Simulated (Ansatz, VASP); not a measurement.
## In2GaAs3 in VASP and in Ansatz

```
In Ga As
1.0
    -2.11608    2.11608    8.83705
     2.11608   -2.11608    8.83705
     2.11608    2.11608   -8.83705
In Ga As
2 1 3
Direct
  0.33722 0.33722 0.00000
  0.66278 0.66278 0.00000
  0.00000 0.00000 0.00000
  0.25000 0.75000 0.50000
  0.57486 0.07486 0.50000
  0.92514 0.42514 0.50000
```

Alike in both runs: functional PBEsol; k mesh 4 × 4 × 4; occupations gaussian, width 0.1 eV; no spin polarisation.

Ansatz relaxed the structure, and its values are those at the end. VASP's run is a single point on that final structure, the one shown.

|  | VASP | Ansatz |
| --- | --- | --- |
| version | VASP 6.6.1 | Ansatz 0.2.0 |
| potentials or method | VASP PAW PBE potentials, release 64 (In_d, Ga_d, As), cutoff 520 eV | scalar-relativistic, plane waves, PAW |
| valence electrons in the cell | 54 | 84 |

VASP gave:

```
gap on the k mesh at the Fermi level (eV) : none
pressure (GPa)                            : 0.1
```

Question: What did Ansatz give for the same quantities?

Answer: gap on the k mesh at the Fermi level (eV): none; pressure (GPa): 0.0.

VASP's potentials were made for PBE, not for PBEsol. A gap of «none» marks a metal or a gap that the smearing closes. With one functional, cell and mesh, what is left measures potentials, basis and numerics. VASP's potentials hold 54 valence electrons a cell and Ansatz's 84, so a difference there can come from the potentials and not from the codes.

The k mesh is coarse, so the values compare programs but aren't converged.
